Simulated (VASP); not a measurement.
# Cr (P6_3/mmc) in VASP: notebook, part 2 of 2

VASP 6.6.1. The steps go on from the part before.

## Step 3: Single point, PBE, collinear spin, ferromagnetic start

The input, INCAR:

```
ALGO = Normal
EDIFF = 1E-7
ENCUT = 520
GGA = PE
ISIF = 2
ISMEAR = -1
ISPIN = 2
LASPH = True
LCHARG = False
LMAXMIX = 4
LORBIT = 11
LREAL = False
LWAVE = False
MAGMOM = 3.75 3.75
NBANDS = 23
NELM = 150
NUPDOWN = 7.5
PREC = Accurate
SIGMA = 0.05
```

The input, KPOINTS:

```
k-points
0
Gamma
  9 9 5
```

The input, POSCAR:

```
Cr
1.0
    2.7140000000      0.0000000000      0.0000000000
   -1.3570000000      2.3503929459      0.0000000000
    0.0000000000      0.0000000000      4.4100000000
Cr
2
Direct
    0.6666666667      0.3333333333      0.7500000000
    0.3333333333      0.6666666667      0.2500000000
```

Potentials or basis: VASP PAW PBE potentials, release 64 (Cr_pv).

The run is started by

```console
cat potpaw_PBE.64/Cr_pv/POTCAR > POTCAR
mpirun -np 1 vasp_std > vasp.out
```

OUTCAR:

```text
EDIFF = 1E-7
   ENCUT = 520
   GGA = PE
   ISIF = 2
   ISMEAR = -1
   ISPIN = 2
   LASPH = True
   LORBIT = 11
   LREAL = False
   NELM = 150
   NUPDOWN = 7.5
   PREC = Accurate

 ion  position               nearest neighbor table
   1  0.667  0.333  0.750-   2 2.71   2 2.71   2 2.71   2 2.71   2 2.71   2 2.71
   2  0.333  0.667  0.250-   1 2.71   1 2.71   1 2.71   1 2.71   1 2.71   1 2.71

  LATTYP: Found a hexagonal cell.
 ALAT       =     2.7140000000
 C/A-ratio  =     1.6249078850

  Lattice vectors:

 A1 = (   2.7140000000,   0.0000000000,   0.0000000000)
 A2 = (  -1.3570000000,   2.3503929459,   0.0000000000)
 A3 = (   0.0000000000,   0.0000000000,   4.4100000000)

Analysis of symmetry for initial positions (statically):
=====================================================================
 Subroutine PRICEL returns:
 Original cell was already a primitive cell.

 Routine SETGRP: Setting up the symmetry group for a
 hexagonal supercell.

 Subroutine GETGRP returns: Found 24 space group operations
 (whereof 12 operations were pure point group operations)
[... 816 lines left out ...]

 k-point     1 :       0.0000    0.0000    0.0000
  band No.  band energies     occupation
      1     -31.7842      1.00000
      2     -31.3325      1.00000
      3     -31.3325      1.00000
      4     -31.2595      1.00000
      5     -31.2595      1.00000
      6     -31.2352      1.00000
[... 613 lines left out ...]
     22      20.3856      0.00000
     23      21.2491      0.00000

 [... further k-points ...]
[... 5 lines left out ...]
  --------------------------------------------------------------------------------------
  -------------------------------------------------------------------------------------
  Total        4.5451334      4.5451334      5.1540869      0.0000000      0.0000000      0.0000000
  in kB      258.8620042    258.8620042    293.5441359      0.0000000      0.0000000      0.0000000
  external PRESSURE =     270.4227148 kB  Pullay stress =       0.0000000 kB

 VOLUME and BASIS-vectors are now :
 -----------------------------------------------------------------------------
  energy-cutoff  :      520.00
  volume of cell :       28.13
      direct lattice vectors                 reciprocal lattice vectors
     2.714000000  0.000000000  0.000000000     0.368459838  0.212730387  0.000000000
    -1.357000000  2.350392946  0.000000000     0.000000000  0.425460773  0.000000000
     0.000000000  0.000000000  4.410000000     0.000000000  0.000000000  0.226757370

 POSITION                                       TOTAL-FORCE (eV/Angst)
 -----------------------------------------------------------------------------------
      1.35700      0.78346      3.30750        -0.000000     -0.000000      0.000000
     -0.00000      1.56693      1.10250         0.000000      0.000000      0.000000
 -----------------------------------------------------------------------------------
    total drift:                               -0.000000      0.000000     -0.000000

  FREE ENERGIE OF THE ION-ELECTRON SYSTEM (eV)
  ---------------------------------------------------
  free  energy   TOTEN  =       -15.6236098839 eV

  energy  without entropy=      -15.5862578276  energy(sigma->0) =      -15.60493386

 total charge

# of ion       s       p       d       tot
------------------------------------------
    1        0.378   6.266   4.148  10.792
    2        0.378   6.266   4.148  10.792
--------------------------------------------------
tot          0.756  12.531   8.297  21.585

 magnetization (x)

# of ion       s       p       d       tot
------------------------------------------
    1        0.013   0.127   3.252   3.392
    2        0.013   0.127   3.252   3.392
--------------------------------------------------
tot          0.026   0.254   6.505   6.785
```

stdout:

```text
POSCAR found type information on POSCAR Cr
 POSCAR found :  1 types and       2 ions
 scaLAPACK will be used
 LDA part: xc-table for (Slater+PW92), standard interpolation
 POSCAR, INCAR and KPOINTS ok, starting setup
 FFT: planning ... GRIDC
 FFT: planning ... GRID_SOFT
 FFT: planning ... GRID
 WAVECAR not read
 entering main loop
```

Wall time 24 s (1 thread of Intel Xeon Platinum 8559C (Emerald Rapids), shared host); peak memory 0.16 GiB.

What came out:

```yaml
Free_energy: -15.6236 eV
Pressure: 27.0 GPa
Net_moment: 7.50 μB per cell
Site_moments: Cr +3.39 μB
Valence_electrons_inside_the_program's_atomic_spheres: Cr 10.79
```

Caveat: the total moment is fixed, so each spin has its own Fermi level.

## Step 4: Single point, PBE, collinear spin, ferromagnetic start

The input, INCAR:

```
SYSTEM = Cr
PREC     = Accurate       ! precision mode
ENCUT    = 520            ! plane-wave cutoff, eV
EDIFF    = 1E-6           ! SCF threshold, eV
ISMEAR   = -1             ! smearing method
SIGMA    = 0.05           ! smearing width, eV
LREAL    = .False.        ! projectors in reciprocal space
LASPH    = .True.         ! aspherical terms in the spheres
NELM     = 150            ! most SCF steps
ALGO     = Normal         ! electronic algorithm
ISIF     = 2              ! what is computed and relaxed
LWAVE    = .False.        ! write WAVECAR
LCHARG   = .False.        ! write CHGCAR
ISPIN    = 2              ! spin polarisation
MAGMOM   = 4.5 4.5        ! initial moments
LORBIT   = 11             ! projections on sites
NUPDOWN  = 9.0            ! fixed moment
LMAXMIX  = 4              ! l up to which the mixer works
GGA      = PE             ! functional
NBANDS   = 23             ! bands
```

The input, KPOINTS:

```
Automatic mesh
0
Gamma
  9 9 5
  0 0 0
```

POSCAR is that of step 3.

The run is started by

```console
cat potpaw_PBE.64/Cr_pv/POTCAR > POTCAR
mpirun -np 1 vasp_std > vasp.out
```

Wall time 31 s (1 thread of Intel Xeon Platinum 8559C (Emerald Rapids), shared host); peak memory 0.16 GiB.

The run converged. Its results:

| Quantity | Value |
| --- | --- |
| Free energy | -14.1282 eV |
| Pressure | 51.2 GPa |
| Net moment | 9.00 μB per cell |
| Site moments | Cr +4.00 μB |
| Valence electrons inside the program's atomic spheres | Cr 10.84 |

Stress tensor (GPa, compression positive):
```
49.95  0.00  0.00
 0.00 49.95  0.00
 0.00  0.00 53.60
```

Caveat: the total moment is fixed, so each spin has its own Fermi level.

## Step 5: Single point, PBE, collinear spin, ferromagnetic start

The input, INCAR:

```
SYSTEM = Cr
PREC = Accurate ; ENCUT = 520
EDIFF = 1E-7 ; ISMEAR = -1
SIGMA = 0.05 ; LREAL = .False.
LASPH = .True. ; NELM = 150
ALGO = Normal ; ISIF = 2
LWAVE = .False. ; LCHARG = .False.
ISPIN = 2 ; MAGMOM = 6 6
LORBIT = 11 ; NUPDOWN = 12.0
LMAXMIX = 4 ; GGA = PE
NBANDS = 23
```

KPOINTS is that of step 4.

POSCAR is that of step 4.

The run is started by

```console
cat potpaw_PBE.64/Cr_pv/POTCAR > POTCAR
mpirun -np 1 vasp_std > vasp.out
```

Run time: 28 s. Hardware: 1 thread of Intel Xeon Platinum 8559C (Emerald Rapids), shared host; peak memory 0.16 GiB.

It converged, with:

```yaml
Free_energy: -6.4281 eV
Pressure: 106.2 GPa
Net_moment: 12.00 μB per cell
Site_moments: Cr +5.00 μB
Valence_electrons_inside_the_program's_atomic_spheres: Cr 10.97
```

Stress tensor (GPa, compression positive):
```
107.03   0.00   0.00
  0.00 107.03   0.00
  0.00   0.00 104.69
```

Caveat: the total moment is fixed, so each spin has its own Fermi level.

## Step 6: Single point, PBE, collinear spin, antiferromagnetic start

The input, INCAR:

```
SYSTEM = Cr
  PREC = Accurate
  ENCUT = 520
  EDIFF = 1E-6
  ISMEAR = -1
  SIGMA = 0.05
  LREAL = .FALSE.
  LASPH = .TRUE.
  NELM = 150
  ALGO = Fast
  ISIF = 2
  LWAVE = .FALSE.
  LCHARG = .TRUE.
  ISPIN = 2
  MAGMOM = 3 -3
  LORBIT = 11
  LMAXMIX = 4
  GGA = PE
  LELF = .TRUE.
  LVHAR = .TRUE.
  NBANDS = 23
```

The input, KPOINTS:

```
Automatic mesh
0
G
  11 11 6
  0 0 0
```

POSCAR is that of step 5.

Potentials or basis: VASP PAW PBE potentials, release 64 (Cr_pv).

The run is started by

```console
cat potpaw_PBE.64/Cr_pv/POTCAR > POTCAR
mpirun -np 1 vasp_std > vasp.out
```

Wall time 55 s (1 thread of Intel Xeon Platinum 8559C (Emerald Rapids), shared host); peak memory 0.18 GiB.

Results (log left out):

- Free energy: -17.7105 eV
- Pressure: -12.1 GPa
- Band gap on the k mesh: zero (filled and empty bands overlap)
- Net moment: 0.00 μB per cell
- Site moments: Cr +2.08, -2.08 μB
- Valence electrons inside the program's atomic spheres: Cr 10.74

Stress tensor (GPa, compression positive):
```
 -6.54   0.00   0.00
  0.00  -6.54   0.00
  0.00   0.00 -23.31
```

Levels at points of the mesh, in eV from the Fermi level:
Spin up:
```tsv
k point	band 10	band 11	band 12	band 13	band 14	band 15
(0.00, 0.00, 0.00)	-0.99	-0.11	0.07	0.07	0.34	0.81
(0.00, 0.00, 0.50)	-1.07	-1.07	-0.19	-0.19	-0.08	1.26
```
Spin down:
| k point | band 9 | band 10 | band 11 | band 12 | band 13 | band 14 | band 15 | band 16 |
| --- | --- | --- | --- | --- | --- | --- | --- | --- |
| (0.00, 0.00, 0.00) | -0.99 | -0.99 | -0.11 | 0.07 | 0.07 | 0.34 | 0.81 | 0.81 |
| (0.00, 0.00, 0.50) | -1.50 | -1.07 | -1.07 | -0.19 | -0.19 | -0.08 | 1.26 | 1.26 |

## Step 7: The runs side by side

| spin | fixed moment (μB) | k mesh | pressure (GPa) | moment (μB) |
| --- | --- | --- | --- | --- |
| collinear, ferromagnetic start | 6.0 | 9 × 9 × 5 | 7.0 | 6.00 |
| collinear, ferromagnetic start | 7.5 | 9 × 9 × 5 | 27.0 | 7.50 |
| collinear, ferromagnetic start | 9.0 | 9 × 9 × 5 | 51.2 | 9.00 |
| collinear, ferromagnetic start | 12.0 | 9 × 9 × 5 | 106.2 | 12.00 |
| collinear, antiferromagnetic start | - | 11 × 11 × 6 | -12.1 | 0.00 |

Alike in all rows: task single point; level PBE; potentials or basis VASP PAW PBE potentials, release 64 (Cr_pv); cell as given; cutoff (eV) 520; smearing fermi-dirac 0.05 eV.

Caveats: the total moment is fixed, so each spin has its own Fermi level (some runs).

Total energies depend on the potentials used, so only differences within one code and one set of settings carry meaning.
